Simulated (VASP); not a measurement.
Wanted: the native input for a VASP 6.6.1 run.

* Task: single point
* Functional: PBEsol
* Potentials or basis: VASP PAW PBE potentials, release 64 (Y_sv)
* Cutoff: 520 eV
* k mesh: 15 × 15 × 15
* Occupations: fermi-dirac, width 0.05 eV
* Spin: no spin polarisation
* Dipole correction: no
* Further INCAR settings: ALGO = Normal; EDIFF = 1e-06; NBANDS = 12

The structure of Y lies in POSCAR:

```
Y
1.0
   -1.7401923525      1.7401923525      1.7401923525
    1.7401923525     -1.7401923525      1.7401923525
    1.7401923525      1.7401923525     -1.7401923525
Y
1
Direct
    0.0000000000      0.0000000000      0.0000000000
```

This isn't the form of Y at room conditions, which is hcp.

The input as run:

INCAR

```
ALGO = Normal ; EDIFF = 1E-6
ENCUT = 520 ; GGA = PS
ISIF = 2 ; ISMEAR = -1
LASPH = True ; LCHARG = False
LREAL = False ; LWAVE = False
NBANDS = 12 ; NELM = 80
PREC = Accurate ; SIGMA = 0.05
```

KPOINTS

```
k-points
0
Gamma
  15 15 15
```

Potentials or basis: VASP PAW PBE potentials, release 64 (Y_sv).

Launch:

```console
$ cat potpaw_PBE.64/Y_sv/POTCAR > POTCAR
$ mpirun -np 1 vasp_std > vasp.out
```

It gave:

```yaml
Pressure: 28.6 GPa
Band_gap_on_the_k_mesh: zero (an odd number of electrons rules out a gap without spin polarisation)
```

Caveat: the cell stands under pressure; the PAW data sets were made with another functional, which shifts forces and pressure a little.

Wall time 13 s on 1 thread of AMD EPYC 9R45 96-Core Processor (Zen 5), with other jobs on the host, peak memory 0.14 GiB.
